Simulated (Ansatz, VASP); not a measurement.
One calculation of BiS, two programs

INCAR

```
PREC = Accurate
ENCUT = 600
EDIFF = 1E-6
ISMEAR = 0
SIGMA = 0.1
LREAL = F
LASPH = T
NELM = 60
ALGO = Normal
ISIF = 3
LWAVE = F
LCHARG = F
GGA = PE
IBRION = 2
NSW = 90
EDIFFG = -0.04
```

The input KPOINTS:

```
regular mesh
0
Gamma
  6 6 6
```

The input POSCAR:

```
BiS
1.0
    3.5840968716      0.0000000000      0.0000000000
    0.0000000000      3.5840968716      0.0000000000
    0.0000000000      0.0000000000      3.5840968716
Bi S
1 1
Direct
    0.5000000000      0.5000000000      0.5000000000
    0.0000000000      0.0000000000      0.0000000000
```

Input for Ansatz:

```yaml
crystal:
  lattice:
    - [3.5840968716, 0.0, 0.0]
    - [0.0, 3.5840968716, 0.0]
    - [0.0, 0.0, 3.5840968716]
  atoms:
    - { symbol: Bi, position: [0.5, 0.5, 0.5] }
    - { symbol: S, position: [0.0, 0.0, 0.0] }
basis:
  ecutwfc: 420
kpoints:
  mp_grid: { grid: [6, 6, 6] }
hamiltonian:
  xc: pbe
scf:
  occupations: { method: gaussian, width: 0.1 }
  lower_state_search: "off"
output:
  forces: true
  stress: true
  eigenvalues: true
relax:
  adjacent_minimum: "off"
  f_tol: 0.04
  max_steps: 70
  cell: { stress_tol: 0.4 }
```

Change from the starting cell: species swapped into the ZrIr type (Pm-3m, No. 221).

Alike in both runs: task relaxation of cell and atoms; functional PBE; k mesh 6 × 6 × 6; occupations gaussian, width 0.1 eV; no spin polarisation.

|  | VASP | Ansatz |
| --- | --- | --- |
| version | VASP 6.6.1 | Ansatz 0.2.0 |
| potentials or method | VASP PAW PBE potentials, release 64 (Bi_d, S), cutoff 600 eV | scalar-relativistic, plane waves, PAW |
| valence electrons in the cell | 21 | 21 |

|  | VASP | Ansatz | Ansatz less VASP |
| --- | --- | --- | --- |
| gap on the k mesh at the Fermi level, each at its own relaxed structure (eV) | none | none | - |
| relaxed volume (Å³/atom) | 23.02 | 23.02 | 0.000 |
| relaxed cell length with the largest relative difference (Å) | 3.584 | 3.584 | 0.0000 |

A gap of «none» marks a metal or a gap that the smearing closes.

Neither program's run includes spin-orbit coupling. Noted on VASP's run: the relaxation stopped at its first step, so nothing moved.
